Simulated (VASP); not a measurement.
Set up this calculation in VASP 6.6.1, as the native input.

- Task: single point
- Functional: r2SCAN
- Potentials or basis: VASP PAW PBE potentials, release 64 (Zn, S)
- Cutoff: 520 eV
- k mesh: 6 × 6 × 2
- Occupations: gaussian, width 0.05 eV
- Spin: no spin polarisation
- Dipole correction: no
- Further INCAR settings: ALGO = Normal; EDIFF = 1e-06; NBANDS = 46

ZnS:

```
Zn S
1.0
     3.65639    0.00000    0.00000
    -1.82819    3.29846    0.00000
     0.00000    0.00000   12.46647
Zn S
4 4
Direct
  0.00000 0.00000 0.00011
  0.00000 0.00000 0.50011
  0.33333 0.66667 0.25007
  0.66667 0.33333 0.75007
  0.00000 0.00000 0.18724
  0.00000 0.00000 0.68724
  0.33333 0.66667 0.43758
  0.66667 0.33333 0.93758
```

This cell differs from its parent crystal: strain -0.0400 x Voigt [1, 0, 0, 0, 0, 0].

One way to write it, as run:

POSCAR

```
ZnS
1.0
    3.6563874386      0.0000000000      0.0000000000
   -1.8281937193      3.2984629249      0.0000000000
    0.0000000000      0.0000000000     12.4664651431
Zn S
4 4
Direct
    0.0000000000      0.0000000000      0.0001143924
    0.0000000000      0.0000000000      0.5001143924
    0.3333333333      0.6666666667      0.2500706174
    0.6666666667      0.3333333333      0.7500706174
    0.0000000000      0.0000000000      0.1872361436
    0.0000000000      0.0000000000      0.6872361436
    0.3333333333      0.6666666667      0.4375788466
    0.6666666667      0.3333333333      0.9375788466
```

INCAR.step1

```
SYSTEM = ZnS
  PREC = Accurate
  ENCUT = 520
  ISMEAR = 0
  SIGMA = 0.05
  LREAL = .False.
  LASPH = .True.
  NELM = 100
  NBANDS = 46
  GGA = PE
  ALGO = Normal
  EDIFF = 1E-4
  LWAVE = .True.
  LCHARG = .False.
```

INCAR.step2

```
SYSTEM = ZnS
  PREC = Accurate
  ENCUT = 520
  EDIFF = 1E-6
  ISMEAR = 0
  SIGMA = 0.05
  LREAL = .False.
  LASPH = .True.
  NELM = 100
  ALGO = Normal
  ISIF = 2
  LWAVE = .False.
  LCHARG = .False.
  METAGGA = R2SCAN
  LMIXTAU = .True.
  NBANDS = 46
  ISTART = 1
```

KPOINTS

```
regular mesh
0
Gamma
  6 6 2
  0 0 0
```

Potentials or basis: VASP PAW PBE potentials, release 64 (Zn, S).

The run is started by

```bash
$ cat potpaw_PBE.64/Zn/POTCAR potpaw_PBE.64/S/POTCAR > POTCAR
$ cp INCAR.step1 INCAR
$ mpirun -np 1 vasp_std > vasp.out
$ cp INCAR.step2 INCAR
$ mpirun -np 1 vasp_std > vasp.out
```

It gave:

The pressure is 3.7 GPa and the largest force is 0.358 eV/Å. The band gap on the k mesh is 2.79 eV.

Caveat: the cell differs from its parent crystal (strain -0.0400 x Voigt [1, 0, 0, 0, 0, 0]); the stress differs along the axes, from 1 to 7 GPa; the PAW data sets were made with another functional, which shifts forces and pressure a little.

It took 4.6 min on 1 thread of Intel(R) Xeon(R) 6975P-C (Granite Rapids) (shared host), peak memory 0.36 GiB.
